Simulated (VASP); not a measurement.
WC: relaxation of shape and atoms at fixed volume with PBE

Crystal: WC.

```
W C
1.0
     2.85958    0.00000    0.00000
    -1.42979    2.47647    0.00000
     0.00000    0.00000    2.79372
W C
1 1
Direct
  0.00000 0.00000 0.00000
  0.66667 0.33333 0.50000
```

This cell differs from its parent crystal: volume scaled by 0.94.

| Quantity | Value |
| --- | --- |
| Program | VASP 6.6.1 |
| Task | relaxation of shape and atoms at fixed volume |
| Functional | PBE |
| Potentials or basis | VASP PAW PBE potentials, release 64 (W_sv, C) |
| Cutoff | 600 eV |
| k mesh | 18 × 18 × 14 |
| Occupations | gaussian, width 0.1 eV |
| Spin | no spin polarisation |
| Dipole correction | no |
| Further INCAR settings | ALGO = Normal; EDIFF = 1e-06; IBRION = 2; EDIFFG = -0.01; NSW = 50; ISIF = 4 |

| Property | Result |
| --- | --- |
| Energy gained by relaxing | 0.2 meV/atom |
| Ionic steps | 3 |
| Pressure after relaxing | 28.3 GPa |
| Band gap on the k mesh | zero (band 9 reaches 12.41 eV, above the bottom of band 10 at 11.13 eV) |

The path:
| step | energy change (eV) | largest force (eV/Å) | pressure (GPa) | volume (Å³) |
| --- | --- | --- | --- | --- |
| 1 | 0.0000 | 0.0000 | 28.48 | 19.78 |
| 2 | 0.0004 | 0.0000 | 28.17 | 19.78 |
| 3 | -0.0003 | 0.0000 | 28.34 | 19.78 |

Final structure:
```xyz
2
Lattice="2.8568 0.0000 0.0000 -1.4284 2.4740 0.0000 0.0000 0.0000 2.7992" Properties=species:S:1:pos:R:3 pbc="T T T"
W     0.0000    0.0000    2.7992
C     1.4284    0.8247    1.3996
```

Levels at points of the mesh, in eV from the Fermi level:
| k point | band 7 | band 8 | band 9 | band 10 | band 11 | band 12 |
| --- | --- | --- | --- | --- | --- | --- |
| (0.00, 0.00, 0.00) | -3.52 | -3.52 | 0.05 | 3.45 | 3.45 | 5.87 |
| (0.50, 0.00, 0.00) | -3.89 | -3.81 | -0.47 | 2.47 | 4.85 | 5.25 |
| (0.00, 0.00, 0.50) | -2.11 | -2.11 | -0.66 | -0.66 | 3.79 | 4.66 |
| (0.50, 0.00, 0.50) | -4.55 | -4.32 | 0.37 | 4.77 | 5.66 | 7.07 |

It took 46 s on 1 thread of Intel(R) Xeon(R) 6975P-C (Granite Rapids), on a shared host, peak memory 0.22 GiB.

Caveat: the cell differs from its parent crystal (volume scaled by 0.94); spin-orbit coupling is left out, which moves the levels of the heavy elements.
